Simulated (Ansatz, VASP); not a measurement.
**MoSe: VASP beside Ansatz**

```
Mo Se
1.0
     3.10723    0.00000    0.00000
     0.00000    3.10723    0.00000
     0.00000    0.00000    3.10723
Mo Se
1 1
Direct
  0.00000 0.00000 0.00000
  0.50000 0.50000 0.50000
```

Alike in both runs: task single point; functional r2SCAN; k mesh 14 × 14 × 14; occupations gaussian, width 0.1 eV; collinear spin.

|  | VASP | Ansatz |
| --- | --- | --- |
| version | VASP 6.6.1 | Ansatz 0.2.0 |
| potentials or method | VASP PAW PBE potentials, release 64 (Mo_sv, Se), cutoff 520 eV | scalar-relativistic, plane waves, PAW |
| valence electrons in the cell | 20 | 30 |

Ansatz gave:

- gap on the k mesh at the Fermi level (eV): none
- pressure (GPa): 5.4
- net moment per atom (μB): 0.00

Estimate VASP's values.

gap on the k mesh at the Fermi level (eV): none; pressure (GPa): 5.9; net moment per atom (μB): 0.00.

VASP's potentials were made for PBE, not for r2SCAN. A gap of «none» marks a metal or a gap that the smearing closes. VASP's potentials hold 20 valence electrons a cell and Ansatz's 30, so a difference there can come from the potentials and not from the codes. Ansatz's warnings: seeded moment not kept, stability check not made.
